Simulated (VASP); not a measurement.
# Co3SbS4 (I-42m) in VASP: relaxation of cell and atoms with r2SCAN

Aim: the relaxation of cell and atoms of Co3SbS4 with r2SCAN.

Everything below comes from runs of VASP 6.6.1. Logs are shortened: lines on timing, memory, paths and dates and some standing lists are left out, and cuts for length are marked.

### 1 The cell of the first run

The structure is tetragonal, space group I-42m (No. 121). The conventional cell has a = 5.334 Å, b = 5.334 Å, c = 10.653 Å, α = 90.00°, β = 90.00°, γ = 90.00°. Co (site symmetry -42m) has 4 S at 2.32 Å within 3.1 Å. Co (site symmetry -4) has 4 S at 2.27 Å within 3.0 Å. Sb (site symmetry -42m) has 4 S at 2.38 Å within 3.1 Å. S (site symmetry m) has 3 Co at 2.27 to 2.32 Å and 1 Sb at 2.38 Å within 3.0 Å.

### 2 Relaxation of cell and atoms, r2SCAN

Contents of POSCAR:

```
Co3SbS4
1.0
    0.0000000000      5.3343713200      0.0000000000
    5.3343713200      0.0000000000      0.0000000000
    2.6671856600      2.6671856600     -5.3264473200
Co Sb S
3 1 4
Direct
    0.5000000000      0.5000000000      0.0000000000
    0.7500000000      0.2500000000      0.5000000000
    0.2500000000      0.7500000000      0.5000000000
    0.0000000000      0.0000000000      0.0000000000
    0.3870000000      0.3870000000      0.7360000000
    0.6130000000      0.1230000000      0.2640000000
    0.8770000000      0.8770000000      0.7360000000
    0.1230000000      0.6130000000      0.2640000000
```

Contents of INCAR.step1:

```
ALGO = Normal ; EDIFF = 1E-4
ENCUT = 600 ; GGA = PE
ISMEAR = 1 ; LASPH = T
LCHARG = F ; LREAL = F
LWAVE = T ; NELM = 100
PREC = Accurate ; SIGMA = 0.1363
```

Contents of INCAR.step2:

```
ALGO = Normal ; EDIFF = 1E-6
EDIFFG = -0.01 ; ENCUT = 600
IBRION = 2 ; ISIF = 3
ISMEAR = 1 ; ISTART = 1
LASPH = T ; LCHARG = F
LMIXTAU = T ; LREAL = F
LWAVE = F ; METAGGA = R2SCAN
NELM = 100 ; NSW = 60
PREC = Accurate ; SIGMA = 0.1363
```

Contents of KPOINTS:

```
k-points
0
Gamma
  4 4 4
```

Potentials or basis: VASP PAW PBE potentials, release 64 (Co, Sb, S).

Command:

```console
$ cat potpaw_PBE.64/Co/POTCAR potpaw_PBE.64/Sb/POTCAR potpaw_PBE.64/S/POTCAR > POTCAR
$ cp INCAR.step1 INCAR
$ mpirun -np 1 vasp_std > vasp.out
$ cp INCAR.step2 INCAR
$ mpirun -np 1 vasp_std > vasp.out
```

OUTCAR:

```text
EDIFF = 1E-6
   EDIFFG = -0.01
   ENCUT = 600
   IBRION = 2
   ISIF = 3
   ISMEAR = 1
   ISTART = 1
   LASPH = T
   LREAL = F
   METAGGA = R2SCAN
   NELM = 100
   NSW = 60
   PREC = Accurate

 ion  position               nearest neighbor table
   1  0.500  0.500  0.000-   5 2.32   6 2.32   7 2.32   8 2.32
   2  0.750  0.250  0.500-   5 2.27   6 2.27   7 2.27   8 2.27
   3  0.250  0.750  0.500-   5 2.27   6 2.27   7 2.27   8 2.27
   4  0.000  0.000  0.000-   5 2.38   6 2.38   7 2.38   8 2.38
   5  0.387  0.387  0.736-   2 2.27   3 2.27   1 2.32   4 2.38
   6  0.613  0.123  0.264-   2 2.27   3 2.27   1 2.32   4 2.38
   7  0.877  0.877  0.736-   2 2.27   3 2.27   1 2.32   4 2.38
   8  0.123  0.613  0.264-   2 2.27   3 2.27   1 2.32   4 2.38

  LATTYP: Found a body centered tetragonal cell.
 ALAT       =     5.3343713200
 C/A-ratio  =     1.9970290782

  Lattice vectors:

 A1 = (  -2.6671856600,   2.6671856600,   5.3264473200)
 A2 = (   2.6671856600,  -2.6671856600,   5.3264473200)
 A3 = (   2.6671856600,   2.6671856600,  -5.3264473200)

Analysis of symmetry for initial positions (statically):
=====================================================================
 Subroutine PRICEL returns:
 Original cell was already a primitive cell.

 Routine SETGRP: Setting up the symmetry group for a
 body centered tetragonal supercell.

 Subroutine GETGRP returns: Found  8 space group operations
 (whereof  8 operations were pure point group operations)
 out of a pool of 16 trial point group operations.

The static configuration has the point symmetry D_2d.

Analysis of symmetry for dynamics (positions and initial velocities):
=====================================================================
 Subroutine PRICEL returns:
 Original cell was already a primitive cell.

 Routine SETGRP: Setting up the symmetry group for a
 body centered tetragonal supercell.

 Subroutine GETGRP returns: Found  8 space group operations
 (whereof  8 operations were pure point group operations)
 out of a pool of 16 trial point group operations.

The dynamic configuration has the point symmetry D_2d.

 Subroutine INISYM returns: Found  8 space group operations
 (whereof  8 operations are pure point group operations),
 and found     1 'primitive' translations

----------------------------------------------------------------------------------------

                                     Primitive cell

  volume of cell :     151.5668

  direct lattice vectors                    reciprocal lattice vectors
     0.000000000  5.334371320  0.000000000     0.000000000  0.187463515  0.093871200
     5.334371320  0.000000000  0.000000000     0.187463515  0.000000000  0.093871200
     2.667185660  2.667185660 -5.326447320     0.000000000  0.000000000 -0.187742399

  length of vectors
     5.334371320  5.334371320  6.526775601     0.209652979  0.209652979  0.187742399

  position of ions in fractional coordinates (direct lattice)
     0.500000000  0.500000000  0.000000000
     0.750000000  0.250000000  0.500000000
     0.250000000  0.750000000  0.500000000
     0.000000000  0.000000000  0.000000000
     0.387000000  0.387000000  0.736000000
     0.613000000  0.123000000  0.264000000
     0.877000000  0.877000000  0.736000000
     0.123000000  0.613000000  0.264000000

  ion indices of the primitive-cell ions
   primitive index   ion index
                 1           1
                 2           2
                 3           3
                 4           4
                 5           5
                 6           6
                 7           7
                 8           8

----------------------------------------------------------------------------------------

 KPOINTS: k-points

Automatic generation of k-mesh.
 Grid dimensions read from file:
 generate k-points for:    4    4    4

 Generating k-lattice:

  Cartesian coordinates                     Fractional coordinates (reciprocal lattice)
     0.000000000  0.046865879  0.023467800     0.250000000  0.000000000  0.000000000
     0.046865879  0.000000000  0.023467800     0.000000000  0.250000000  0.000000000
     0.000000000  0.000000000 -0.046935600     0.000000000  0.000000000  0.250000000

  Length of vectors
     0.052413245  0.052413245  0.046935600

  Shift w.r.t. Gamma in fractional coordinates (k-lattice)
     0.000000000  0.000000000  0.000000000

 Subroutine IBZKPT returns following result:
 ===========================================

 Found     13 irreducible k-points:

 Following reciprocal coordinates:
            Coordinates               Weight
  0.000000  0.000000  0.000000      1.000000
  0.250000  0.000000  0.000000      8.000000
  0.500000  0.000000  0.000000      4.000000
  0.250000  0.250000  0.000000      8.000000
  0.500000  0.250000 -0.000000     16.000000
 -0.250000  0.250000  0.000000      4.000000
  0.500000  0.500000  0.000000      2.000000
  0.000000  0.000000  0.250000      2.000000
  0.500000  0.000000  0.250000      4.000000
 -0.250000  0.000000  0.250000      8.000000
  0.500000  0.500000  0.250000      2.000000
 -0.250000 -0.250000  0.250000      4.000000
  0.000000  0.000000  0.500000      1.000000
   k-points           NKPTS =     13   k-points in BZ     NKDIM =     13   number of bands    NBANDS=     33
   number of dos      NEDOS =    301   number of ions     NIONS =      8
   total plane-waves  NPLWV = 124416
   dimension x,y,z NGX =    48 NGY =   48 NGZ =   54
   dimension x,y,z NGXF=    96 NGYF=   96 NGZF=  108
   ions per type =               3   1   4
   NGX,Y,Z   is equivalent  to a cutoff of  14.96, 14.96, 13.75 a.u.
   NGXF,Y,Z  is equivalent  to a cutoff of  29.92, 29.92, 27.51 a.u.
 SYSTEM =  unknown system
   PREC   = accura    normal or accurate (medium, high low for compatibility)
   ISTART =      1    job   : 0-new  1-cont  2-samecut
   ICHARG =      0    charge: 1-file 2-atom 10-const
   ISPIN  =      1    spin polarized calculation?
   LNONCOLLINEAR =      F non collinear calculations
   LSORBIT =      F    spin-orbit coupling
   LASPH  =      T    aspherical Exc in radial PAW
   ENCUT  =  600.0 eV  44.10 Ry    6.64 a.u.  10.65 10.65 13.04*2*pi/ulx,y,z
   NELM   =    100;   NELMIN=  2; NELMDL=  0     # of ELM steps
   EDIFF  = 0.1E-05   stopping-criterion for ELM
   LREAL  =      F    real-space projection
   EDIFFG = -.1E-01   stopping-criterion for IOM
   NSW    =     60    number of steps for IOM
   IBRION =      2    ionic relax: 0-MD 1-quasi-New 2-CG
   NFREE  =      1    steps in history (QN), initial steepest desc. (CG)
   ISIF   =      3    stress and relaxation
   ISYM   =      2    0-nonsym 1-usesym 2-fastsym
   POTIM  = 0.5000    time-step for ionic-motion
   TEBEG  =    0.0;   TEEND  =   0.0 temperature during run
   PSTRESS=    0.0 pullay stress
   NELECT =      56.0000    total number of electrons
   NUPDOWN=      -1.0000    fix difference up-down
   EMIN   =  10.00;   EMAX   =-10.00  energy-range for DOS
   EFERMI =   0.00;   METHOD = LEGACY
   ISMEAR =     1;   SIGMA  =   0.14  broadening in eV -4-tet -1-fermi 0-gaus
   EFERMI_NEDOS =   21; number of points for ismear=-14 and -15
   IALGO  =     38    algorithm
   IMIX   =      4    mixing-type and parameters
     AMIX     =   0.40;   BMIX     =  1.00
     AMIX_MAG =   1.60;   BMIX_MAG =  1.00
  volume/ion in A,a.u.               =      18.95       127.85
  Fermi-wavevector in a.u.,A,eV,Ry     =   1.174725  2.219908 18.775745  1.379978
  Thomas-Fermi vector in A             =   2.311117
   LORBIT       =      0    0 simple, 1 ext, 2 COOP (PROOUT), +10 PAW based schemes
   METAGGA = R2SCAN    functional components
   LHFCALC =     F    Hartree Fock is set to
   AEXX    =    0.0000 exact exchange contribution
   IVDW    =     0    specifies the selected vdW correction
   LEPSILON=     F    determine dielectric tensor
   LRPA    =     F    only Hartree local field effects (RPA)
 conjugate gradient relaxation of ions
 non-spin polarized calculation
 Methfessel and Paxton  Order N= 1 SIGMA  =   0.14
  energy-cutoff  :      600.00
  volume of cell :      151.57
 maximum number of plane-waves:      5098
 NGX is ok and might be reduce to    48
   NGX = 21   NGY = 21   NGZ = 27

--------------------------------------- Ionic step        1  -------------------------------------------

 number of electron      56.0000008 magnetization

 Free energy of the ion-electron system (eV)
  ---------------------------------------------------
  ext. energy  EPLUGINS =         0.00000000
  ---------------------------------------------------
  free energy    TOTEN  =       -96.63776429 eV

  energy without entropy =      -96.63695031  energy(sigma->0) =      -96.63749296

------------------------ aborting loop because EDIFF is reached ----------------------------------------

  FORCE on cell =-STRESS in cart. coord.  units (eV):
  Direction    XX          YY          ZZ          XY          YZ          ZX
  --------------------------------------------------------------------------------------
  -------------------------------------------------------------------------------------
  Total       -5.5409072     -5.5409072     -4.9135050      0.0000000      0.0000000      0.0000000
  in kB      -58.5716332    -58.5716332    -51.9395118      0.0000000      0.0000000      0.0000000
  external PRESSURE =     -56.3609261 kB  Pullay stress =       0.0000000 kB
[... 107 lines left out ...]
  FREE ENERGIE OF THE ION-ELECTRON SYSTEM (eV)
  ---------------------------------------------------
  free  energy   TOTEN  =       -97.9723278503 eV

  energy  without entropy=      -97.9707908049  energy(sigma->0) =      -97.97181550

[... ionic steps 4 to 17 ...]

--------------------------------------- Ionic step       18  -------------------------------------------

 number of electron      55.9999995 magnetization

------------------------ aborting loop because EDIFF is reached ----------------------------------------

  FORCE on cell =-STRESS in cart. coord.  units (eV):
  Direction    XX          YY          ZZ          XY          YZ          ZX
  --------------------------------------------------------------------------------------
  -------------------------------------------------------------------------------------
  Total        0.0932619      0.0932619      0.0484965      0.0000000      0.0000000      0.0000000
  in kB        1.0751763      1.0751763      0.5590951      0.0000000      0.0000000      0.0000000
  external PRESSURE =       0.9031492 kB  Pullay stress =       0.0000000 kB
[... 69 lines left out ...]
  energy  without entropy=      -98.3179467079  energy(sigma->0) =      -98.32402026

--------------------------------------- Ionic step       20  -------------------------------------------

 number of electron      55.9999995 magnetization

 Free energy of the ion-electron system (eV)
  ---------------------------------------------------
  ext. energy  EPLUGINS =         0.00000000
  ---------------------------------------------------
  free energy    TOTEN  =       -98.32718055 eV

  energy without entropy =      -98.31800218  energy(sigma->0) =      -98.32412109

 E-fermi :   7.2553     XC(G=0): -11.1803

 val. band max:        7.2487128029   @ k =   0.5000   0.5000   0.0000
 cond. band min:       7.2821327881   @ k =   0.0000   0.0000   0.0000
 fundamental gap:      0.0334199852
 Fermi energy:         7.2552582466

 k-point     1 :       0.0000    0.0000    0.0000
  band No.  band energies     occupation
      1      -9.0449      2.00000
      2      -7.1176      2.00000
      3      -7.1152      2.00000
      4      -7.1152      2.00000
      5      -2.7475      2.00000
      6       0.2344      2.00000
[... 492 lines left out ...]
  FREE ENERGIE OF THE ION-ELECTRON SYSTEM (eV)
  ---------------------------------------------------
  free  energy   TOTEN  =       -98.3271805452 eV

  energy  without entropy=      -98.3180021838  energy(sigma->0) =      -98.32412109

 reached required accuracy - stopping structural energy minimisation
```

Run time: 1.8 h. Hardware: 1 thread of Intel Xeon Platinum 8375C at 2.90GHz (Ice Lake), shared host; peak memory 0.43 GiB.

Results:

| Property | Result |
| --- | --- |
| Free energy | -98.3272 eV |
| Relaxed volume | 17.38 Å³/atom |
| Relaxed cell | a = 5.275 Å, b = 5.275 Å, c = 6.236 Å, α = 64.98°, β = 64.98°, γ = 90.00° |
| Space group after relaxing (to 0.05 Å) | I-42m (No. 121) |
| Energy gained by relaxing | 211.2 meV/atom |
| Ionic steps | 20 |
| Pressure after relaxing | 0.0 GPa |
| Largest force after relaxing | 0.010 eV/Å |
| Band gap on the k mesh | zero (band 28 reaches 7.41 eV, above the bottom of band 29 at 7.15 eV) |

Forces on the atoms (eV/Å):
```
Co   0.000  0.000  0.000
Co   0.000  0.000  0.000
Co   0.000  0.000  0.000
Sb   0.000  0.000  0.000
S   -0.007 -0.007  0.000
S   -0.007  0.007  0.000
S    0.007  0.007  0.000
S    0.007 -0.007  0.000
```

Step by step:
| step | energy change (eV) | largest force (eV/Å) | pressure (GPa) | volume (Å³) |
| --- | --- | --- | --- | --- |
| 1 | 0.0000 | 2.5049 | -5.64 | 151.57 |
| 2 | -1.2027 | 1.5082 | 1.08 | 137.41 |
| 3 | -1.3346 | 0.9443 | 6.57 | 130.82 |
| 4 | -1.6660 | 0.0796 | 0.39 | 138.63 |
| 5 | -1.6661 | 0.0612 | 0.53 | 138.45 |
| 6 | -1.6734 | 0.0171 | -0.20 | 139.40 |
| 7 | -1.6741 | 0.0527 | -0.55 | 139.85 |
| 8 | -1.6796 | 0.0836 | -0.18 | 139.30 |
| 9 | -1.6818 | 0.1148 | 0.18 | 138.76 |
| 10 | -1.6854 | 0.0829 | 0.02 | 139.02 |
| 11 | -1.6881 | 0.0158 | -0.53 | 139.75 |
| 12 | -1.6885 | 0.0206 | -0.39 | 139.57 |
| 13 | -1.6886 | 0.0316 | 0.41 | 138.46 |
| 14 | -1.6894 | 0.0124 | 0.01 | 139.00 |
| 15 | -1.6894 | 0.0125 | -0.02 | 138.99 |
| 16 | -1.6892 | 0.0215 | 0.23 | 138.72 |
| 17 | -1.6894 | 0.0135 | 0.04 | 138.96 |
| 18 | -1.6894 | 0.0138 | 0.09 | 138.97 |
| 19 | -1.6893 | 0.0022 | -0.18 | 139.26 |
| 20 | -1.6894 | 0.0098 | -0.02 | 139.05 |

Final structure:
```xyz
8
Lattice="0.0000 5.2750 0.0000 5.2750 0.0000 0.0000 2.6375 2.6375 -4.9973" Properties=species:S:1:pos:R:3 pbc="T T T"
Co    2.6375    2.6375    0.0000
Co    2.6375    5.2750   -2.4987
Co    5.2750    2.6375   -2.4987
Sb    0.0000    0.0000    0.0000
S     4.1648    4.1648   -3.5419
S     1.5273    3.7477   -1.4554
S     6.3852    6.3852   -3.5419
S     3.7477    1.5273   -1.4554
```

Caveat: the PAW data sets were made with another functional, which shifts forces and pressure a little; spin-orbit coupling is left out, which moves the levels of the heavy elements; the run has no spin polarisation, though such a crystal can be magnetic. Spin polarisation is off, so any magnetic state and its effect on volume and gap are missing.
